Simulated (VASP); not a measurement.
# ZnS (Pm-3m) in VASP: single point with HSE06

Aim: the single point of ZnS with HSE06.

Program: VASP 6.6.1. These are calculated values, not measurements. Logs are shortened: lines on timing, memory, paths and dates and some standing lists are left out, and cuts for length are marked.

### 1 The cell of the first run

Symmetry: Pm-3m, No. 221, cubic system. Conventional cell: a = 3.179 Å, b = 3.179 Å, c = 3.179 Å, α = 90.00°, β = 90.00°, γ = 90.00°. Within 3.6 Å of Zn (site symmetry m-3m) lie 8 S at 2.75 Å and 6 Zn at 3.18 Å. S (site symmetry m-3m) has 8 Zn at 2.75 Å and 6 S at 3.18 Å within 3.6 Å.

### 2 Single point, HSE06

Input file POSCAR:

```
ZnS
1.0
    3.1792338322      0.0000000000      0.0000000000
    0.0000000000      3.1792338322      0.0000000000
    0.0000000000      0.0000000000      3.1792338322
Zn S
1 1
Direct
    0.0000000000      0.0000000000      0.0000000000
    0.5000000000      0.5000000000      0.5000000000
```

Input file INCAR.step1:

```
PREC = Accurate
ENCUT = 400
EDIFF = 1E-5
ISMEAR = -1
SIGMA = 0.02
LREAL = F
LASPH = T
NELM = 120
ALGO = Normal
ISIF = 2
LWAVE = T
LCHARG = F
NBANDS = 16
GGA = PE
GGA_COMPAT = F
```

Input file INCAR.step2:

```
PREC = Accurate
ENCUT = 400
EDIFF = 1E-6
ISMEAR = -1
SIGMA = 0.02
LREAL = F
LASPH = T
NELM = 120
ALGO = Normal
ISIF = 2
LWAVE = F
LCHARG = F
GGA = PE
LHFCALC = T
HFSCREEN = 0.2079
PRECFOCK = Normal
NBANDS = 16
ISTART = 1
GGA_COMPAT = F
```

Input file KPOINTS:

```
regular mesh
0
Gamma
  6 6 6
```

Potentials or basis: VASP PAW PBE potentials, release 64 (Zn, S).

Command:

```console
$ cat potpaw_PBE.64/Zn/POTCAR potpaw_PBE.64/S/POTCAR > POTCAR
$ cp INCAR.step1 INCAR
$ mpirun -np 1 vasp_std > vasp.out
$ cp INCAR.step2 INCAR
$ mpirun -np 1 vasp_std > vasp.out
```

OUTCAR:

```text
PREC = Accurate
   ENCUT = 400
   EDIFF = 1E-6
   ISMEAR = -1
   LREAL = F
   LASPH = T
   NELM = 120
   ISIF = 2
   GGA = PE
   LHFCALC = T
   HFSCREEN = 0.2079
   PRECFOCK = Normal
   ISTART = 1

 ion  position               nearest neighbor table
   1  0.000  0.000  0.000-   2 2.75   2 2.75   2 2.75   2 2.75   2 2.75   2 2.75   2 2.75   2 2.75

   2  0.500  0.500  0.500-   1 2.75   1 2.75   1 2.75   1 2.75   1 2.75   1 2.75   1 2.75   1 2.75

  LATTYP: Found a simple cubic cell.
 ALAT       =     3.1792338322

  Lattice vectors:

 A1 = (   3.1792338322,   0.0000000000,   0.0000000000)
 A2 = (   0.0000000000,   3.1792338322,   0.0000000000)
 A3 = (   0.0000000000,   0.0000000000,   3.1792338322)

Analysis of symmetry for initial positions (statically):
=====================================================================
 Subroutine PRICEL returns:
 Original cell was already a primitive cell.

 Routine SETGRP: Setting up the symmetry group for a
 simple cubic supercell.

 Subroutine GETGRP returns: Found 48 space group operations
 (whereof 48 operations were pure point group operations)
 out of a pool of 48 trial point group operations.

The static configuration has the point symmetry O_h .

Analysis of symmetry for dynamics (positions and initial velocities):
=====================================================================
 Subroutine PRICEL returns:
 Original cell was already a primitive cell.

 Routine SETGRP: Setting up the symmetry group for a
 simple cubic supercell.

 Subroutine GETGRP returns: Found 48 space group operations
 (whereof 48 operations were pure point group operations)
 out of a pool of 48 trial point group operations.

The dynamic configuration has the point symmetry O_h .

 Subroutine INISYM returns: Found 48 space group operations
 (whereof 48 operations are pure point group operations),
 and found     1 'primitive' translations

----------------------------------------------------------------------------------------

                                     Primitive cell

  volume of cell :      32.1342

  direct lattice vectors                    reciprocal lattice vectors
     3.179233832  0.000000000  0.000000000     0.314541192  0.000000000  0.000000000
     0.000000000  3.179233832  0.000000000     0.000000000  0.314541192  0.000000000
     0.000000000  0.000000000  3.179233832     0.000000000  0.000000000  0.314541192

  length of vectors
     3.179233832  3.179233832  3.179233832     0.314541192  0.314541192  0.314541192

  position of ions in fractional coordinates (direct lattice)
     0.000000000  0.000000000  0.000000000
     0.500000000  0.500000000  0.500000000

  ion indices of the primitive-cell ions
   primitive index   ion index
                 1           1
                 2           2

----------------------------------------------------------------------------------------

 KPOINTS: regular mesh

Automatic generation of k-mesh.
 Grid dimensions read from file:
 generate k-points for:    6    6    6

 Generating k-lattice:

  Cartesian coordinates                     Fractional coordinates (reciprocal lattice)
     0.052423532  0.000000000  0.000000000     0.166666667  0.000000000  0.000000000
     0.000000000  0.052423532  0.000000000     0.000000000  0.166666667  0.000000000
     0.000000000  0.000000000  0.052423532     0.000000000  0.000000000  0.166666667

  Length of vectors
     0.052423532  0.052423532  0.052423532

  Shift w.r.t. Gamma in fractional coordinates (k-lattice)
     0.000000000  0.000000000  0.000000000

 Subroutine IBZKPT returns following result:
 ===========================================

 Found     20 irreducible k-points:

 Following reciprocal coordinates:
            Coordinates               Weight
  0.000000  0.000000  0.000000      1.000000
  0.166667  0.000000  0.000000      6.000000
  0.333333  0.000000  0.000000      6.000000
  0.500000  0.000000  0.000000      3.000000
  0.166667  0.166667  0.000000     12.000000
  0.333333  0.166667  0.000000     24.000000
[... 12 lines left out ...]
  0.500000  0.500000  0.333333      6.000000
  0.500000  0.500000  0.500000      1.000000
   k-points           NKPTS =     20   k-points in BZ     NKDIM =    216   number of bands    NBANDS=     16
   number of dos      NEDOS =    301   number of ions     NIONS =      2
   total plane-waves  NPLWV =  13824
   dimension x,y,z NGX =    24 NGY =   24 NGZ =   24
   dimension x,y,z NGXF=    48 NGYF=   48 NGZF=   48
   ions per type =               1   1
   NGX,Y,Z   is equivalent  to a cutoff of  12.55, 12.55, 12.55 a.u.
   NGXF,Y,Z  is equivalent  to a cutoff of  25.10, 25.10, 25.10 a.u.
 SYSTEM =  unknown system
   PREC   = accura    normal or accurate (medium, high low for compatibility)
   ISTART =      1    job   : 0-new  1-cont  2-samecut
   ICHARG =      0    charge: 1-file 2-atom 10-const
   ISPIN  =      1    spin polarized calculation?
   LNONCOLLINEAR =      F non collinear calculations
   LSORBIT =      F    spin-orbit coupling
   LASPH  =      T    aspherical Exc in radial PAW
   ENCUT  =  400.0 eV  29.40 Ry    5.42 a.u.   5.18  5.18  5.18*2*pi/ulx,y,z
   NELM   =    120;   NELMIN=  2; NELMDL=  0     # of ELM steps
   EDIFF  = 0.1E-05   stopping-criterion for ELM
   LREAL  =      F    real-space projection
   EDIFFG = 0.1E-04   stopping-criterion for IOM
   NSW    =      0    number of steps for IOM
   IBRION =     -1    ionic relax: 0-MD 1-quasi-New 2-CG
   NFREE  =      0    steps in history (QN), initial steepest desc. (CG)
   ISIF   =      2    stress and relaxation
   ISYM   =      3    0-nonsym 1-usesym 2-fastsym
   POTIM  = 0.5000    time-step for ionic-motion
   TEBEG  =    0.0;   TEEND  =   0.0 temperature during run
   PSTRESS=    0.0 pullay stress
   NELECT =      18.0000    total number of electrons
   NUPDOWN=      -1.0000    fix difference up-down
   EMIN   =  10.00;   EMAX   =-10.00  energy-range for DOS
   EFERMI =   0.00;   METHOD = LEGACY
   ISMEAR =    -1;   SIGMA  =   0.02  broadening in eV -4-tet -1-fermi 0-gaus
   EFERMI_NEDOS =   21; number of points for ismear=-14 and -15
   IALGO  =     38    algorithm
   IMIX   =      1    mixing-type and parameters
     AMIX     =   0.40;   BMIX     =  1.00
     AMIX_MAG =   1.60;   BMIX_MAG =  1.00
  volume/ion in A,a.u.               =      16.07       108.43
  Fermi-wavevector in a.u.,A,eV,Ry     =   1.349511  2.550207 24.778669  1.821181
  Thomas-Fermi vector in A             =   2.477092
   LORBIT       =      0    0 simple, 1 ext, 2 COOP (PROOUT), +10 PAW based schemes
   GGA     = PE    functional components
   LHFCALC =     T    Hartree Fock is set to
   PRECFOCK=normal    Normal, Fast or Accurate (Low or Medium for compatibility)
   ENCUT4O =  -1.0   cutoff for four orbital integrals eV
   NKREDX  =     1    reduce k-point grid by
   NKREDY  =     1    reduce k-point grid by
   NKREDZ  =     1    reduce k-point grid by
   AEXX    =    0.2500 exact exchange contribution
   HFSCREEN=    0.2079 screening length (either q_TF or 0.3 A-1)
   HFSCREENC=   0.2079 screening length for correlation (either q_TF or 0.3 A-1)
   ENCUTFOCK=  -1.0 apply spherical cutoff to Coloumb kernel
   IVDW    =     0    specifies the selected vdW correction
   LEPSILON=     F    determine dielectric tensor
   LRPA    =     F    only Hartree local field effects (RPA)
 non-spin polarized calculation
  energy-cutoff  :      400.00
  volume of cell :       32.13
 maximum number of plane-waves:       624
 NGX is ok and might be reduce to    24
  NGX = 16; NGY = 16; NGZ = 16

 number of electron      18.0000037 magnetization

 Free energy of the ion-electron system (eV)
  ---------------------------------------------------
  ext. energy  EPLUGINS =         0.00000000
  ---------------------------------------------------
  free energy    TOTEN  =        -6.18897191 eV

  energy without entropy =       -6.18629160  energy(sigma->0) =       -6.18763176

 E-fermi :   4.7611     XC(G=0):  -9.1187

 val. band max:        4.7242078162   @ k =   0.3333   0.3333   0.0000
 cond. band min:       4.7945612211   @ k =   0.5000   0.3333   0.0000
 fundamental gap:      0.0703534049
 Fermi energy:         4.7610731408

 k-point     1 :       0.0000    0.0000    0.0000
  band No.  band energies     occupation
      1     -11.5463      2.00000
      2      -4.8290      2.00000
      3      -4.8290      2.00000
      4      -4.4772      2.00000
      5      -4.4772      2.00000
      6      -4.4772      2.00000
[... 8 lines left out ...]
     15      18.2217      0.00000
     16      21.1047      0.00000

 k-point     2 :       0.1667    0.0000    0.0000
  band No.  band energies     occupation
      1     -11.2365      2.00000
      2      -4.8151      2.00000
      3      -4.7911      2.00000
      4      -4.5290      2.00000
      5      -4.5290      2.00000
      6      -4.4724      2.00000
[... 8 lines left out ...]
     15      17.2382      0.00000
     16      21.2533      0.00000

 k-point     3 :       0.3333    0.0000    0.0000
  band No.  band energies     occupation
      1     -10.4584      2.00000
      2      -4.8247      2.00000
      3      -4.7871      2.00000
      4      -4.6286      2.00000
      5      -4.6286      2.00000
      6      -4.4627      2.00000
[... 8 lines left out ...]
     15      18.9097      0.00000
     16      19.5505      0.00000

 k-point     4 :       0.5000    0.0000    0.0000
  band No.  band energies     occupation
      1      -9.9238      2.00000
      2      -5.0517      2.00000
      3      -4.7729      2.00000
      4      -4.6762      2.00000
      5      -4.6762      2.00000
      6      -4.4576      2.00000
[... 8 lines left out ...]
     15      17.5130      0.00000
     16      21.7833      0.00000
[... 248 lines left out ...]
 k-point    18 :       0.5000    0.3333    0.3333
  band No.  band energies     occupation
      1      -8.3937      2.00000
      2      -4.9650      2.00000
      3      -4.9031      2.00000
      4      -4.4829      2.00000
      5      -4.4422      2.00000
      6      -4.3667      2.00000
[... 8 lines left out ...]
     15      20.5842      0.00000
     16      22.7488      0.00000

 k-point    19 :       0.5000    0.5000    0.3333
  band No.  band energies     occupation
      1      -8.0173      2.00000
      2      -4.9796      2.00000
      3      -4.9795      2.00000
      4      -4.7075      2.00000
      5      -4.4015      2.00000
      6      -4.3075      2.00000
[... 8 lines left out ...]
     15      23.8875      0.00000
     16      23.8875      0.00000

 k-point    20 :       0.5000    0.5000    0.5000
  band No.  band energies     occupation
      1      -7.5398      2.00000
      2      -5.0777      2.00000
      3      -5.0777      2.00000
      4      -5.0777      2.00000
      5      -4.3056      2.00000
      6      -4.3056      2.00000
[... 8 lines left out ...]
     15      25.7239      0.00000
     16      25.7304      0.00000

------------------------ aborting loop because EDIFF is reached ----------------------------------------

  FORCE on cell =-STRESS in cart. coord.  units (eV):
  Direction    XX          YY          ZZ          XY          YZ          ZX
  --------------------------------------------------------------------------------------
  -------------------------------------------------------------------------------------
  Total        0.0671580      0.0671580      0.0671580     -0.0000000      0.0000000     -0.0000000
  in kB        3.3484293      3.3484293      3.3484293     -0.0000000      0.0000000     -0.0000000
  external PRESSURE =       3.3484293 kB  Pullay stress =       0.0000000 kB

 VOLUME and BASIS-vectors are now :
 -----------------------------------------------------------------------------
  energy-cutoff  :      400.00
  volume of cell :       32.13
      direct lattice vectors                 reciprocal lattice vectors
     3.179233832  0.000000000  0.000000000     0.314541192  0.000000000  0.000000000
     0.000000000  3.179233832  0.000000000     0.000000000  0.314541192  0.000000000
     0.000000000  0.000000000  3.179233832     0.000000000  0.000000000  0.314541192

 POSITION                                       TOTAL-FORCE (eV/Angst)
 -----------------------------------------------------------------------------------
      0.00000      0.00000      0.00000         0.000000      0.000000      0.000000
      1.58962      1.58962      1.58962         0.000000      0.000000      0.000000
 -----------------------------------------------------------------------------------
    total drift:                               -0.000001     -0.000001     -0.000001

  FREE ENERGIE OF THE ION-ELECTRON SYSTEM (eV)
  ---------------------------------------------------
  free  energy   TOTEN  =        -6.1889719129 eV

  energy  without entropy=       -6.1862916015  energy(sigma->0) =       -6.18763176
```

It took 51 min on 1 thread of Intel Xeon 8259CL, shared host; peak memory 0.22 GiB.

What came out:

```
Free energy            : -6.1890 eV
Pressure               : 0.3 GPa
Band gap on the k mesh : zero (bands 9 and 10 overlap by 0.93 eV)
```

Caveat: the structure was generated, so it needn't be the stable form of ZnS; the PAW data sets were made with another functional, which shifts forces and pressure a little.

The gap in the log of VASP goes by the Fermi energy; the results here count the filled bands.